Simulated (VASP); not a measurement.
# Pt (Fd-3m) in VASP: further runs, part 2 of 2

VASP 6.6.1.

## Step 3: Single point, revPBE (25.56 Å³/atom)

This run uses another cell than the first one, of 25.56 Å³/atom.

File INCAR:

```
PREC = Accurate ; ENCUT = 520
EDIFF = 1E-7 ; ISMEAR = -1
SIGMA = 0.1 ; LREAL = False
LASPH = True ; NELM = 100
ALGO = Normal ; ISIF = 2
LWAVE = False ; LCHARG = False
GGA = RE ; NBANDS = 17
```

File KPOINTS:

```
regular mesh
0
Gamma
  11 11 11
```

File POSCAR:

```
Pt
1.0
    0.0000000000      2.9458078924      2.9458078924
    2.9458078924      0.0000000000      2.9458078924
    2.9458078924      2.9458078924      0.0000000000
Pt
2
Direct
    0.1250000000      0.1250000000      0.1250000000
    0.8750000000      0.8750000000      0.8750000000
```

Potentials or basis: VASP PAW PBE potentials, release 64 (Pt).

Started as:

```console
$ cat potpaw_PBE.64/Pt/POTCAR > POTCAR
$ mpirun -np 1 vasp_std > vasp.out
```

OUTCAR:

```text
PREC = Accurate
   ENCUT = 520
   EDIFF = 1E-7
   ISMEAR = -1
   LREAL = False
   LASPH = True
   NELM = 100
   ISIF = 2
   GGA = RE

 ion  position               nearest neighbor table
   1  0.125  0.125  0.125-   2 2.55   2 2.55   2 2.55   2 2.55
   2  0.875  0.875  0.875-   1 2.55   1 2.55   1 2.55   1 2.55

  LATTYP: Found a face centered cubic cell.
 ALAT       =     5.8916157848

  Lattice vectors:

 A1 = (   0.0000000000,   2.9458078924,   2.9458078924)
 A2 = (   2.9458078924,   0.0000000000,   2.9458078924)
 A3 = (   2.9458078924,   2.9458078924,   0.0000000000)

Analysis of symmetry for initial positions (statically):
=====================================================================
 Subroutine PRICEL returns:
 Original cell was already a primitive cell.

 Routine SETGRP: Setting up the symmetry group for a
 face centered cubic supercell.

 Subroutine GETGRP returns: Found 48 space group operations
 (whereof 12 operations were pure point group operations)
 out of a pool of 48 trial point group operations.

The static configuration has the point symmetry D_3d.
 The point group associated with its full space group is O_h .

Analysis of symmetry for dynamics (positions and initial velocities):
=====================================================================
 Subroutine PRICEL returns:
 Original cell was already a primitive cell.

 Routine SETGRP: Setting up the symmetry group for a
 face centered cubic supercell.

 Subroutine GETGRP returns: Found 48 space group operations
 (whereof 12 operations were pure point group operations)
 out of a pool of 48 trial point group operations.

The dynamic configuration has the point symmetry D_3d.
 The point group associated with its full space group is O_h .

 Subroutine INISYM returns: Found 48 space group operations
 (whereof 12 operations are pure point group operations),
 and found     1 'primitive' translations

----------------------------------------------------------------------------------------

                                     Primitive cell

  volume of cell :      51.1262

  direct lattice vectors                    reciprocal lattice vectors
     0.000000000  2.945807892  2.945807892    -0.169732725  0.169732725  0.169732725
     2.945807892  0.000000000  2.945807892     0.169732725 -0.169732725  0.169732725
     2.945807892  2.945807892  0.000000000     0.169732725  0.169732725 -0.169732725

  length of vectors
     4.166001474  4.166001474  4.166001474     0.293985703  0.293985703  0.293985703

  position of ions in fractional coordinates (direct lattice)
     0.125000000  0.125000000  0.125000000
     0.875000000  0.875000000  0.875000000

  ion indices of the primitive-cell ions
   primitive index   ion index
                 1           1
                 2           2

----------------------------------------------------------------------------------------

 KPOINTS: regular mesh

Automatic generation of k-mesh.
 Grid dimensions read from file:
 generate k-points for:   11   11   11

 Generating k-lattice:

  Cartesian coordinates                     Fractional coordinates (reciprocal lattice)
    -0.015430248  0.015430248  0.015430248     0.090909091  0.000000000  0.000000000
     0.015430248 -0.015430248  0.015430248     0.000000000  0.090909091  0.000000000
     0.015430248  0.015430248 -0.015430248     0.000000000  0.000000000  0.090909091

  Length of vectors
     0.026725973  0.026725973  0.026725973

  Shift w.r.t. Gamma in fractional coordinates (k-lattice)
     0.000000000  0.000000000  0.000000000

 Subroutine IBZKPT returns following result:
 ===========================================

 Found     56 irreducible k-points:

 Following reciprocal coordinates:
            Coordinates               Weight
  0.000000  0.000000  0.000000      1.000000
  0.090909  0.000000  0.000000      8.000000
  0.181818  0.000000  0.000000      8.000000
  0.272727  0.000000  0.000000      8.000000
  0.363636  0.000000  0.000000      8.000000
  0.454545  0.000000  0.000000      8.000000
[... 16 lines left out ...]
 -0.272727  0.181818  0.000000     24.000000
 -0.181818  0.181818  0.000000     12.000000
 [... further k-points ...]
   k-points           NKPTS =     56   k-points in BZ     NKDIM =     56   number of bands    NBANDS=     17
   number of dos      NEDOS =    301   number of ions     NIONS =      2
   total plane-waves  NPLWV =  32768
   dimension x,y,z NGX =    32 NGY =   32 NGZ =   32
   dimension x,y,z NGXF=    64 NGYF=   64 NGZF=   64
   ions per type =               2
   NGX,Y,Z   is equivalent  to a cutoff of  12.77, 12.77, 12.77 a.u.
   NGXF,Y,Z  is equivalent  to a cutoff of  25.54, 25.54, 25.54 a.u.
 SYSTEM =  unknown system
   PREC   = accura    normal or accurate (medium, high low for compatibility)
   ISTART =      0    job   : 0-new  1-cont  2-samecut
   ICHARG =      2    charge: 1-file 2-atom 10-const
   ISPIN  =      1    spin polarized calculation?
   LNONCOLLINEAR =      F non collinear calculations
   LSORBIT =      F    spin-orbit coupling
   LASPH  =      T    aspherical Exc in radial PAW
   ENCUT  =  520.0 eV  38.22 Ry    6.18 a.u.   7.75  7.75  7.75*2*pi/ulx,y,z
   NELM   =    100;   NELMIN=  2; NELMDL= -5     # of ELM steps
   EDIFF  = 0.1E-06   stopping-criterion for ELM
   LREAL  =      F    real-space projection
   EDIFFG = 0.1E-05   stopping-criterion for IOM
   NSW    =      0    number of steps for IOM
   IBRION =     -1    ionic relax: 0-MD 1-quasi-New 2-CG
   NFREE  =      0    steps in history (QN), initial steepest desc. (CG)
   ISIF   =      2    stress and relaxation
   ISYM   =      2    0-nonsym 1-usesym 2-fastsym
   POTIM  = 0.5000    time-step for ionic-motion
   TEBEG  =    0.0;   TEEND  =   0.0 temperature during run
   PSTRESS=    0.0 pullay stress
   NELECT =      20.0000    total number of electrons
   NUPDOWN=      -1.0000    fix difference up-down
   EMIN   =  10.00;   EMAX   =-10.00  energy-range for DOS
   EFERMI =   0.00;   METHOD = LEGACY
   ISMEAR =    -1;   SIGMA  =   0.10  broadening in eV -4-tet -1-fermi 0-gaus
   EFERMI_NEDOS =   21; number of points for ismear=-14 and -15
   IALGO  =     38    algorithm
   IMIX   =      4    mixing-type and parameters
     AMIX     =   0.40;   BMIX     =  1.00
     AMIX_MAG =   1.60;   BMIX_MAG =  1.00
  volume/ion in A,a.u.               =      25.56       172.51
  Fermi-wavevector in a.u.,A,eV,Ry     =   1.197302  2.262573 19.504391  1.433532
  Thomas-Fermi vector in A             =   2.333220
   LORBIT       =      0    0 simple, 1 ext, 2 COOP (PROOUT), +10 PAW based schemes
   GGA     = RE    functional components
   LHFCALC =     F    Hartree Fock is set to
   AEXX    =    0.0000 exact exchange contribution
   IVDW    =     0    specifies the selected vdW correction
   LEPSILON=     F    determine dielectric tensor
   LRPA    =     F    only Hartree local field effects (RPA)
 non-spin polarized calculation
  energy-cutoff  :      520.00
  volume of cell :       51.13
 maximum number of plane-waves:      1411
   NGX = 15   NGY = 15   NGZ = 15

 number of electron      19.9999999 magnetization

 Free energy of the ion-electron system (eV)
  ---------------------------------------------------
  ext. energy  EPLUGINS =         0.00000000
  ---------------------------------------------------
  free energy    TOTEN  =        -9.21162325 eV

  energy without entropy =       -9.04356957  energy(sigma->0) =       -9.12759641

 E-fermi :   4.4143     XC(G=0):  -9.9954

 val. band max:        4.3978015463   @ k =  -0.2727   0.0909   0.0000
 cond. band min:       4.4144524684   @ k =  -0.2727   0.3636   0.0909
 fundamental gap:      0.0166509221
 Fermi energy:         4.4143238955

 k-point     1 :       0.0000    0.0000    0.0000
  band No.  band energies     occupation
      1      -2.0885      2.00000
      2       0.3785      2.00000
      3       0.3785      2.00000
      4       0.4854      2.00000
      5       0.4854      2.00000
      6       0.4854      2.00000
[... 9 lines left out ...]
     16      15.4710      0.00000
     17      16.4347      0.00000
[... 441 lines left out ...]
 k-point    24 :      -0.1818    0.1818    0.0000
  band No.  band energies     occupation
      1      -1.0210      2.00000
      2      -0.0100      2.00000
      3       0.3048      2.00000
      4       0.3898      2.00000
      5       0.7183      2.00000
      6       1.2276      2.00000
[... 9 lines left out ...]
     16      16.4379      0.00000
     17      16.5073      0.00000

 [... further k-points ...]

------------------------ aborting loop because EDIFF is reached ----------------------------------------

  FORCE on cell =-STRESS in cart. coord.  units (eV):
  Direction    XX          YY          ZZ          XY          YZ          ZX
  --------------------------------------------------------------------------------------
  -------------------------------------------------------------------------------------
  Total       -1.2450519     -1.2450519     -1.2450519     -0.0000000     -0.0000000      0.0000000
  in kB      -39.0170827    -39.0170827    -39.0170827     -0.0000000     -0.0000000      0.0000000
  external PRESSURE =     -39.0170827 kB  Pullay stress =       0.0000000 kB

 VOLUME and BASIS-vectors are now :
 -----------------------------------------------------------------------------
  energy-cutoff  :      520.00
  volume of cell :       51.13
      direct lattice vectors                 reciprocal lattice vectors
     0.000000000  2.945807892  2.945807892    -0.169732725  0.169732725  0.169732725
     2.945807892  0.000000000  2.945807892     0.169732725 -0.169732725  0.169732725
     2.945807892  2.945807892  0.000000000     0.169732725  0.169732725 -0.169732725

 POSITION                                       TOTAL-FORCE (eV/Angst)
 -----------------------------------------------------------------------------------
      0.73645      0.73645      0.73645         0.000000     -0.000000      0.000000
      5.15516      5.15516      5.15516        -0.000000      0.000000     -0.000000
 -----------------------------------------------------------------------------------
    total drift:                                0.000000      0.000000     -0.000000

  FREE ENERGIE OF THE ION-ELECTRON SYSTEM (eV)
  ---------------------------------------------------
  free  energy   TOTEN  =        -9.2116232524 eV

  energy  without entropy=       -9.0435695666  energy(sigma->0) =       -9.12759641
```

Run time: 58 s. Hardware: 1 thread of AMD EPYC 7R13, shared host; peak memory 0.17 GiB.

What came out:

| Item | Value |
| --- | --- |
| Free energy | -9.2116 eV |
| Pressure | -3.9 GPa |
| Band gap on the k mesh | zero (bands 10 and 11 overlap by 0.54 eV) |

Caveat: the cell stands under tension; the PAW data sets were made with another functional, which shifts forces and pressure a little; spin-orbit coupling is left out, which moves the levels of the heavy elements.

## Step 4: Single point, revPBE (26.55 Å³/atom)

This run uses another cell than the first one, of 26.55 Å³/atom.

File INCAR:

```
SYSTEM = Pt
PREC     = Accurate       ! precision mode
ENCUT    = 520            ! plane-wave cutoff, eV
EDIFF    = 1E-7           ! SCF threshold, eV
ISMEAR   = -1             ! smearing method
SIGMA    = 0.1            ! smearing width, eV
LREAL    = .False.        ! projectors in reciprocal space
LASPH    = .True.         ! aspherical terms in the spheres
NELM     = 80             ! most SCF steps
ALGO     = Normal         ! electronic algorithm
ISIF     = 2              ! what is computed and relaxed
LWAVE    = .False.        ! write WAVECAR
LCHARG   = .False.        ! write CHGCAR
GGA      = RE             ! functional
NBANDS   = 17             ! bands
```

File KPOINTS:

```
regular mesh
0
Gamma
  11 11 11
  0 0 0
```

File POSCAR:

```
Pt
1.0
    0.0000000000      2.9831005588      2.9831005588
    2.9831005588      0.0000000000      2.9831005588
    2.9831005588      2.9831005588      0.0000000000
Pt
2
Direct
    0.1250000000      0.1250000000      0.1250000000
    0.8750000000      0.8750000000      0.8750000000
```

Started as:

```console
$ cat potpaw_PBE.64/Pt/POTCAR > POTCAR
$ mpirun -np 1 vasp_std > vasp.out
```

Run time: 54 s. Hardware: 1 thread of AMD EPYC 7R13, shared host; peak memory 0.17 GiB.

Results (log left out):

* Free energy: -9.1470 eV
* Pressure: -6.6 GPa
* Band gap on the k mesh: zero (bands 10 and 11 overlap by 0.51 eV)

Levels at points of the mesh, in eV from the Fermi level:
```tsv
k point	band 6	band 7	band 8	band 9	band 10	band 11	band 12	band 13	band 14	band 15
(0.00, 0.00, 0.00)	-3.73	-1.56	-1.56	-1.56	-0.12	-0.12	9.85	10.37	10.76	10.76
```

Caveat: the cell stands under tension; the PAW data sets were made with another functional, which shifts forces and pressure a little; spin-orbit coupling is left out, which moves the levels of the heavy elements.

## Step 5: Single point, revPBE (27.53 Å³/atom)

This run uses another cell than the first one, of 27.53 Å³/atom.

INCAR, as its differences from that of step 4:

```diff
@@ -3,3 +3,3 @@
 ENCUT    = 520            ! plane-wave cutoff, eV
-EDIFF    = 1E-7           ! SCF threshold, eV
+EDIFF    = 1E-6           ! SCF threshold, eV
 ISMEAR   = -1             ! smearing method
@@ -12,4 +12,6 @@
 LWAVE    = .False.        ! write WAVECAR
-LCHARG   = .False.        ! write CHGCAR
+LCHARG   = .True.         ! write CHGCAR
 GGA      = RE             ! functional
+LELF     = .True.         ! ELF
+LVHAR    = .True.       
 NBANDS   = 17             ! bands
```

File KPOINTS:

```
Automatic mesh
0
Gamma
  11 11 11
  0 0 0
```

File POSCAR:

```
Pt
1.0
    0.0000000000      3.0194834196      3.0194834196
    3.0194834196      0.0000000000      3.0194834196
    3.0194834196      3.0194834196      0.0000000000
Pt
2
Direct
    0.1250000000      0.1250000000      0.1250000000
    0.8750000000      0.8750000000      0.8750000000
```

Started as:

```console
$ cat potpaw_PBE.64/Pt/POTCAR > POTCAR
$ mpirun -np 1 vasp_std > vasp.out
```

Wall time 50 s (1 thread of AMD EPYC 7R13, shared host); peak memory 0.17 GiB.

Results (log left out):

```
Free energy            : -9.0529 eV
Pressure               : -8.7 GPa
Band gap on the k mesh : zero (bands 10 and 11 overlap by 0.48 eV)
```

Levels at points of the mesh, in eV from the Fermi level:
| k point | band 7 | band 8 | band 9 | band 10 | band 11 | band 12 | band 13 | band 14 |
| --- | --- | --- | --- | --- | --- | --- | --- | --- |
| (0.00, 0.00, 0.00) | -1.47 | -1.47 | -1.47 | -0.12 | -0.12 | 9.59 | 10.27 | 10.48 |

Caveat: the cell stands under tension; the PAW data sets were made with another functional, which shifts forces and pressure a little; spin-orbit coupling is left out, which moves the levels of the heavy elements.

## Step 6: Overview

| cell | gap on the mesh (eV) | pressure (GPa) |
| --- | --- | --- |
| a = 4.112 Å, angles 60.0°, 2 atoms | none | -0.3 |
| a = 4.166 Å, angles 60.0°, 2 atoms | none | -3.9 |
| a = 4.219 Å, angles 60.0°, 2 atoms | none | -6.6 |
| a = 4.270 Å, angles 60.0°, 2 atoms | none | -8.7 |

Alike in all rows: task single point; level revPBE; potentials or basis VASP PAW PBE potentials, release 64 (Pt); no spin polarisation; k mesh 11 × 11 × 11; cutoff (eV) 520; smearing fermi-dirac 0.1 eV.

Caveats: the PAW data sets were made with another functional, which shifts forces and pressure a little; spin-orbit coupling is left out, which moves the levels of the heavy elements; the cell stands under tension (at least some runs).

Total energies depend on the potentials used, so only differences within one code and one set of settings carry meaning.
